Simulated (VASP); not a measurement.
# Ni in VASP: notebook

Runs on Ni. Level: LDA. Tasks: single point.

Everything below comes from runs of VASP 6.6.1. Logs are shortened: lines on timing, memory, paths and dates and some standing lists are left out, and cuts for length are marked.

**1. The cell of the first run**

The cell holds a slab with vacuum, 5 atoms: a = 2.422 Å, b = 2.422 Å, c = 23.910 Å, α = 90.00°, β = 90.00°, γ = 120.00°.

**2. Single point, LDA, collinear spin, ferromagnetic start**

INCAR

```
SYSTEM = Ni
PREC = Accurate ; ENCUT = 520
EDIFF = 1E-6 ; ISMEAR = -1
SIGMA = 0.1 ; LREAL = .False.
LASPH = .True. ; NELM = 150
ALGO = Normal ; ISIF = 2
LWAVE = .False. ; LCHARG = .True.
ISPIN = 2 ; MAGMOM = 1 1 1 1 1
LORBIT = 11 ; LMAXMIX = 4
LDIPOL = .True. ; IDIPOL = 3
DIPOL = 0.5 0.5 0.500 ; GGA = CA
LELF = .True. ; LVHAR = .True.
LVACPOTAV = .True. ; NBANDS = 37
```

KPOINTS

```
regular mesh
0
Gamma
  15 15 1
  0 0 0
```

POSCAR

```
Ni
1.0
    2.4218354248      0.0000000000      0.0000000000
   -1.2109177124      2.0973710016      0.0000000000
    0.0000000000      0.0000000000     23.9097000000
Ni
5
Direct
    0.3333333335      0.1666666665      0.3345926259
    0.6666666665      0.8333333335      0.4172963128
    0.9999999995      0.5000000005      0.4999999996
    0.3333333335      0.1666666665      0.5827036872
    0.6666666665      0.8333333335      0.6654073741
```

Potentials or basis: VASP PAW LDA potentials, release 64 (Ni).

Command:

```console
cat potpaw_LDA.64/Ni/POTCAR > POTCAR
mpirun -np 1 vasp_std > vasp.out
```

OUTCAR:

```text
SYSTEM = Ni
   PREC = Accurate
   ENCUT = 520
   EDIFF = 1E-6
   ISMEAR = -1
   LREAL = .False.
   LASPH = .True.
   NELM = 150
   ISIF = 2
   ISPIN = 2
   LORBIT = 11
   GGA = CA

 ion  position               nearest neighbor table
   1  0.333  0.167  0.335-   2 2.42   2 2.42   2 2.42
   2  0.667  0.833  0.417-   3 2.42   3 2.42   3 2.42   1 2.42   1 2.42   1 2.42
   3  1.000  0.500  0.500-   2 2.42   2 2.42   2 2.42   4 2.42   4 2.42   4 2.42
   4  0.333  0.167  0.583-   5 2.42   5 2.42   5 2.42   3 2.42   3 2.42   3 2.42
   5  0.667  0.833  0.665-   4 2.42   4 2.42   4 2.42

  LATTYP: Found a hexagonal cell.
 ALAT       =     2.4218354248
 C/A-ratio  =     9.8725535828

  Lattice vectors:

 A1 = (   2.4218354248,   0.0000000000,   0.0000000000)
 A2 = (  -1.2109177124,   2.0973710016,   0.0000000000)
 A3 = (   0.0000000000,   0.0000000000,  23.9097000000)

Analysis of symmetry for initial positions (statically):
=====================================================================
 Subroutine PRICEL returns:
 Original cell was already a primitive cell.

 Routine SETGRP: Setting up the symmetry group for a
 hexagonal supercell.

 Subroutine GETGRP returns: Found 12 space group operations
 (whereof  4 operations were pure point group operations)
 out of a pool of 24 trial point group operations.

The static configuration has the point symmetry C_2h.
 The point group associated with its full space group is D_3d.

Analysis of symmetry for dynamics (positions and initial velocities):
=====================================================================
 Subroutine PRICEL returns:
 Original cell was already a primitive cell.

 Routine SETGRP: Setting up the symmetry group for a
 hexagonal supercell.

 Subroutine GETGRP returns: Found 12 space group operations
 (whereof  4 operations were pure point group operations)
 out of a pool of 24 trial point group operations.

The dynamic configuration has the point symmetry C_2h.
 The point group associated with its full space group is D_3d.

Analysis of structural, dynamic, and magnetic symmetry:
=====================================================================
 Subroutine PRICEL returns:
 Original cell was already a primitive cell.

 Routine SETGRP: Setting up the symmetry group for a
 hexagonal supercell.

 Subroutine GETGRP returns: Found 12 space group operations
 (whereof  4 operations were pure point group operations)
 out of a pool of 24 trial point group operations.

The overall configuration has the point symmetry C_2h.
 The point group associated with its full space group is D_3d.

 Subroutine INISYM returns: Found 12 space group operations
 (whereof  4 operations are pure point group operations),
 and found     1 'primitive' translations

----------------------------------------------------------------------------------------

                                     Primitive cell

  volume of cell :     121.4490

  direct lattice vectors                    reciprocal lattice vectors
     2.421835425  0.000000000  0.000000000     0.412909973  0.238393684  0.000000000
    -1.210917712  2.097371002  0.000000000     0.000000000  0.476787368  0.000000000
     0.000000000  0.000000000 23.909700000     0.000000000  0.000000000  0.041824030

  length of vectors
     2.421835425  2.421835425 23.909700000     0.476787368  0.476787368  0.041824030

  position of ions in fractional coordinates (direct lattice)
     0.333333334  0.166666666  0.334592626
     0.666666666  0.833333334  0.417296313
     0.999999999  0.500000001  0.500000000
     0.333333334  0.166666666  0.582703687
     0.666666666  0.833333334  0.665407374

  ion indices of the primitive-cell ions
   primitive index   ion index
                 1           1
                 2           2
                 3           3
                 4           4
                 5           5

----------------------------------------------------------------------------------------

 KPOINTS: regular mesh

Automatic generation of k-mesh.
 Grid dimensions read from file:
 generate k-points for:   15   15    1

 Generating k-lattice:

  Cartesian coordinates                     Fractional coordinates (reciprocal lattice)
     0.027527332  0.015892912  0.000000000     0.066666667  0.000000000  0.000000000
     0.000000000  0.031785825  0.000000000     0.000000000  0.066666667  0.000000000
     0.000000000  0.000000000  0.041824030     0.000000000  0.000000000  1.000000000

  Length of vectors
     0.031785825  0.031785825  0.041824030

  Shift w.r.t. Gamma in fractional coordinates (k-lattice)
     0.000000000  0.000000000  0.000000000

 Subroutine IBZKPT returns following result:
 ===========================================

 Found     27 irreducible k-points:

 Following reciprocal coordinates:
            Coordinates               Weight
  0.000000  0.000000  0.000000      1.000000
  0.066667  0.000000  0.000000      6.000000
  0.133333  0.000000  0.000000      6.000000
  0.200000 -0.000000  0.000000      6.000000
  0.266667  0.000000  0.000000      6.000000
  0.333333 -0.000000  0.000000      6.000000
[... 16 lines left out ...]
  0.333333  0.200000  0.000000     12.000000
  0.400000  0.200000  0.000000      6.000000
 [... further k-points ...]
   k-points           NKPTS =     27   k-points in BZ     NKDIM =     27   number of bands    NBANDS=     37
   number of dos      NEDOS =    301   number of ions     NIONS =      5
   total plane-waves  NPLWV =  58320
   dimension x,y,z NGX =    18 NGY =   18 NGZ =  180
   dimension x,y,z NGXF=    36 NGYF=   36 NGZF=  360
   ions per type =               5
   NGX,Y,Z   is equivalent  to a cutoff of  12.36, 12.36, 12.52 a.u.
   NGXF,Y,Z  is equivalent  to a cutoff of  24.71, 24.71, 25.03 a.u.
 SYSTEM =  Ni
   PREC   = accura    normal or accurate (medium, high low for compatibility)
   ISTART =      0    job   : 0-new  1-cont  2-samecut
   ICHARG =      2    charge: 1-file 2-atom 10-const
   ISPIN  =      2    spin polarized calculation?
   LNONCOLLINEAR =      F non collinear calculations
   LSORBIT =      F    spin-orbit coupling
   LASPH  =      T    aspherical Exc in radial PAW
   ENCUT  =  520.0 eV  38.22 Ry    6.18 a.u.   4.50  4.50 44.46*2*pi/ulx,y,z
   NELM   =    150;   NELMIN=  2; NELMDL= -5     # of ELM steps
   EDIFF  = 0.1E-05   stopping-criterion for ELM
   LREAL  =      F    real-space projection
   EDIFFG = 0.1E-04   stopping-criterion for IOM
   NSW    =      0    number of steps for IOM
   IBRION =     -1    ionic relax: 0-MD 1-quasi-New 2-CG
   NFREE  =      0    steps in history (QN), initial steepest desc. (CG)
   ISIF   =      2    stress and relaxation
   ISYM   =      2    0-nonsym 1-usesym 2-fastsym
   POTIM  = 0.5000    time-step for ionic-motion
   TEBEG  =    0.0;   TEEND  =   0.0 temperature during run
   PSTRESS=    0.0 pullay stress
   NELECT =      50.0000    total number of electrons
   NUPDOWN=      -1.0000    fix difference up-down
   EMIN   =  10.00;   EMAX   =-10.00  energy-range for DOS
   EFERMI =   0.00;   METHOD = LEGACY
   ISMEAR =    -1;   SIGMA  =   0.10  broadening in eV -4-tet -1-fermi 0-gaus
   EFERMI_NEDOS =   21; number of points for ismear=-14 and -15
   IALGO  =     38    algorithm
   IMIX   =      4    mixing-type and parameters
     AMIX     =   0.40;   BMIX     =  1.00
     AMIX_MAG =   1.60;   BMIX_MAG =  1.00
  volume/ion in A,a.u.               =      24.29       163.92
  Fermi-wavevector in a.u.,A,eV,Ry     =   1.217868  2.301437 20.180189  1.483202
  Thomas-Fermi vector in A             =   2.353174
   LORBIT       =     11    0 simple, 1 ext, 2 COOP (PROOUT), +10 PAW based schemes
   GGA     = CA    functional components
   LHFCALC =     F    Hartree Fock is set to
   AEXX    =    0.0000 exact exchange contribution
   IVDW    =     0    specifies the selected vdW correction
   LEPSILON=     F    determine dielectric tensor
   LRPA    =     F    only Hartree local field effects (RPA)
 spin polarized calculation
  energy-cutoff  :      520.00
  volume of cell :      121.45
 maximum number of plane-waves:      3323
 NGX is ok and might be reduce to    18
   NGX =  9   NGY =  9   NGZ = 89

 dipolmoment           0.000000      0.000000     -0.000000 electrons x Angstroem

 number of electron      49.9999955 magnetization       2.9846286

 dipolmoment           0.000000      0.000000      0.000000 electrons x Angstroem

 Free energy of the ion-electron system (eV)
  ---------------------------------------------------
  ext. energy  EPLUGINS =         0.00000000
  ---------------------------------------------------
  free energy    TOTEN  =       -31.44863497 eV

  energy without entropy =      -31.15962924  energy(sigma->0) =      -31.30413211

 E-fermi :   1.0429     XC(G=0):  -6.6605

 val. band max:        1.0414963322   @ k =   0.2667   0.1333   0.0000
 cond. band min:       1.0436941819   @ k =   0.2667   0.0000   0.0000
 fundamental gap:      0.0021978498
 Fermi energy:         1.0429472619

 spin component 1

 k-point     1 :       0.0000    0.0000    0.0000
  band No.  band energies     occupation
      1      -8.1550      1.00000
      2      -7.1483      1.00000
      3      -5.7497      1.00000
      4      -4.5320      1.00000
      5      -4.1800      1.00000
      6      -1.7075      1.00000
[... 949 lines left out ...]
     36      12.1595      0.00000
     37      12.2325      0.00000

 [... further k-points ...]

 spin component 2

 k-point     1 :       0.0000    0.0000    0.0000
  band No.  band energies     occupation
      1      -8.1070      1.00000
      2      -7.0952      1.00000
      3      -5.6728      1.00000
      4      -4.3437      1.00000
      5      -3.8490      1.00000
      6      -1.1739      1.00000
[... 949 lines left out ...]
     36      12.3141      0.00000
     37      12.4006      0.00000

 [... further k-points ...]
[... 5 lines left out ...]
  --------------------------------------------------------------------------------------
  -------------------------------------------------------------------------------------
  Total       -2.1148067     -2.1148067     -0.7269950     -0.0000000      0.0000000      0.0000000
  in kB      -27.8989112    -27.8989112     -9.5906490     -0.0000000      0.0000000      0.0000000
  external PRESSURE =     -21.7961571 kB  Pullay stress =       0.0000000 kB

 VOLUME and BASIS-vectors are now :
 -----------------------------------------------------------------------------
  energy-cutoff  :      520.00
  volume of cell :      121.45
      direct lattice vectors                 reciprocal lattice vectors
     2.421835425  0.000000000  0.000000000     0.412909973  0.238393684  0.000000000
    -1.210917712  2.097371002  0.000000000     0.000000000  0.476787368  0.000000000
     0.000000000  0.000000000 23.909700000     0.000000000  0.000000000  0.041824030

 POSITION                                       TOTAL-FORCE (eV/Angst)
 -----------------------------------------------------------------------------------
      0.60546      0.34956      8.00001        -0.000000     -0.000000      0.163951
      0.60546      1.74781      9.97743        -0.000000     -0.000000     -0.144065
      1.81638      1.04869     11.95485         0.000000      0.000000      0.000000
      0.60546      0.34956     13.93227         0.000000      0.000000      0.144065
      0.60546      1.74781     15.90969         0.000000      0.000000     -0.163951
 -----------------------------------------------------------------------------------
    total drift:                               -0.000000     -0.000000      0.000006

  FREE ENERGIE OF THE ION-ELECTRON SYSTEM (eV)
  ---------------------------------------------------
  free  energy   TOTEN  =       -31.4486349706 eV

  energy  without entropy=      -31.1596292450  energy(sigma->0) =      -31.30413211

 vacuum level on the upper side and lower side of the slab         6.553         6.553

 total charge

# of ion       s       p       d       tot
------------------------------------------
    1        0.521   0.436   8.342   9.299
    2        0.530   0.567   8.368   9.465
    3        0.536   0.570   8.368   9.473
    4        0.530   0.567   8.368   9.465
    5        0.521   0.436   8.342   9.299
--------------------------------------------------
tot          2.638   2.576  41.787  47.000

 magnetization (x)

# of ion       s       p       d       tot
------------------------------------------
    1       -0.003  -0.016   0.621   0.602
    2       -0.005  -0.018   0.633   0.609
    3       -0.004  -0.019   0.595   0.572
    4       -0.005  -0.018   0.633   0.609
    5       -0.003  -0.016   0.621   0.602
--------------------------------------------------
tot         -0.021  -0.088   3.103   2.993
```

It took 6.2 min on 1 thread of Intel Xeon Platinum 8488C (Sapphire Rapids), shared host; peak memory 0.3 GiB.

What came out:

* Free energy: -31.4486 eV
* Largest force: 0.164 eV/Å
* Net moment: 2.98 μB per cell
* Site moments: Ni +0.60, +0.61, +0.57 (each value once) μB
* Valence electrons inside the program's atomic spheres: Ni 9.30, 9.46, 9.47 (each value once)

Forces on the atoms (eV/Å):
```
Ni   0.000  0.000  0.164
Ni   0.000  0.000 -0.144
Ni   0.000  0.000  0.000
Ni   0.000  0.000  0.144
Ni   0.000  0.000 -0.164
```

**3. Single point, LDA, collinear spin, ferromagnetic start**

This run uses another cell than the first one.

INCAR

```
SYSTEM = Ni
PREC = Accurate ; ENCUT = 520
EDIFF = 1E-7 ; ISMEAR = -1
SIGMA = 0.1 ; LREAL = .FALSE.
LASPH = .TRUE. ; NELM = 150
ALGO = Normal ; ISIF = 2
LWAVE = .FALSE. ; LCHARG = .FALSE.
ISPIN = 2 ; MAGMOM = 1 1 1 1 1
LORBIT = 11 ; LMAXMIX = 4
LDIPOL = .TRUE. ; IDIPOL = 3
DIPOL = 0.5 0.5 0.500 ; GGA = CA
NBANDS = 37
```

KPOINTS

```
regular mesh
0
G
  15 15 1
  0 0 0
```

POSCAR

```
Ni
1.0
    2.4218354248      0.0000000000      0.0000000000
   -1.2109177124      2.0973710016      0.0000000000
    0.0000000000      0.0000000000     14.8588000000
Ni
5
Direct
    0.3333333333      0.1666666667      0.2355522419
    0.6666666667      0.8333333333      0.3669296417
    1.0000000000      0.5000000000      0.4999999558
    0.3333333333      0.1666666667      0.6330703104
    0.6666666667      0.8333333333      0.7644477581
```

Potentials or basis: VASP PAW LDA potentials, release 64 (Ni).

Command:

```console
cat potpaw_LDA.64/Ni/POTCAR > POTCAR
mpirun -np 1 vasp_std > vasp.out
```

Run time: 1.7 min. Hardware: 1 thread of Intel Xeon 6975P-C (Granite Rapids), shared host; peak memory 0.23 GiB.

The run converged. Its results:

```yaml
Free_energy: -31.4540 eV
Largest_force: 0.009 eV/Å
Net_moment: 2.99 μB per cell
Site_moments: Ni +0.60, +0.61, +0.57 (each value once) μB
Valence_electrons_inside_the_program's_atomic_spheres: Ni 9.31, 9.48, 9.47 (each value once)
```

Forces on the atoms (eV/Å):
```
Ni   0.000  0.000 -0.004
Ni   0.000  0.000  0.009
Ni   0.000  0.000  0.000
Ni   0.000  0.000 -0.009
Ni   0.000  0.000  0.004
```

Levels at points of the mesh, in eV from the Fermi level:
Spin up:
```
           k point  band 24  band 25  band 26  band 27  band 28  band 29  band 30  band 31
(0.00, 0.00, 0.00)    -0.96    -0.96    -0.62    -0.62    -0.52    -0.48    -0.48     0.21
```
Spin down:
```
           k point  band 19  band 20  band 21  band 22  band 23  band 24  band 25  band 26
(0.00, 0.00, 0.00)    -1.57    -0.72    -0.72    -0.63    -0.63    -0.40    -0.37    -0.37
```

(Part 1 of 2 ends here.)
